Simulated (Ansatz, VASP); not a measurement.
## One calculation of CdSe, two programs

Contents of INCAR:

```
SYSTEM = CdSe
  PREC = Accurate
  ENCUT = 520
  EDIFF = 1E-7
  ISMEAR = 0
  SIGMA = 0.05
  LREAL = .FALSE.
  LASPH = .TRUE.
  NELM = 80
  ALGO = Normal
  ISIF = 2
  LWAVE = .FALSE.
  LCHARG = .FALSE.
  GGA = PE
  NBANDS = 26
```

Contents of KPOINTS:

```
Automatic mesh
0
G
  6 6 4
  0 0 0
```

POSCAR

```
CdSe
1.0
    4.1910374164      0.0000000000      0.0000000000
   -2.0955187082      3.6295448708      0.0000000000
    0.0000000000      0.0000000000      7.0152000000
Cd Se
2 2
Direct
    0.6666666667      0.3333333333      0.0000000000
    0.3333333333      0.6666666667      0.5000000000
    0.6666666667      0.3333333333      0.3750000000
    0.3333333333      0.6666666667      0.8750000000
```

Input for Ansatz:

```yaml
crystal:
  lattice:
    - [4.1910374164, 0.0, 0.0]
    - [-2.0955187082, 3.6295448708, 0.0]
    - [0.0, 0.0, 7.0152]
  atoms:
    - { symbol: Cd, position: [0.6666666667, 0.3333333333, 0.0] }
    - { symbol: Cd, position: [0.3333333333, 0.6666666667, 0.5] }
    - { symbol: Se, position: [0.6666666667, 0.3333333333, 0.375] }
    - { symbol: Se, position: [0.3333333333, 0.6666666667, 0.875] }
basis:
  ecutwfc: 420
kpoints:
  mp_grid: { grid: [6, 6, 4] }
hamiltonian:
  xc: pbe
scf:
  occupations: { method: gaussian, width: 0.05 }
output:
  forces: true
  stress: true
  eigenvalues: true
```

Change from the starting cell: strain -0.025 along x and y, +0.000 along z, atoms carried along.

Alike in both runs: task single point; functional PBE; k mesh 6 × 6 × 4; occupations gaussian, width 0.05 eV; no spin polarisation.

```csv
,VASP,Ansatz
version,VASP 6.6.1,Ansatz 0.2.0
potentials or method,"VASP PAW PBE potentials, release 64 (Cd, Se), cutoff 520 eV","scalar-relativistic, plane waves, PAW"
valence electrons in the cell,36,72
```

Ansatz gave:

```
gap on the k mesh at the Fermi level (eV)                     : 0.74
least direct gap on the mesh (eV)                             : 0.74
pressure (GPa)                                                : 6.3
traceless stress, the component that is largest in VASP (GPa) : -1.75
rms of the force components (eV/Å)                            : 0.132
```

Question: Which values does VASP return?

Answer: gap on the k mesh at the Fermi level (eV): 0.74; least direct gap on the mesh (eV): 0.74; pressure (GPa): 6.7; traceless stress, the component that is largest in VASP (GPa): -1.79; rms of the force components (eV/Å): 0.138.

Atom by atom the forces differ by 0.006 eV/Å (rms over components). VASP's potentials hold 36 valence electrons a cell and Ansatz's 72, so a difference there can come from the potentials and not from the codes.
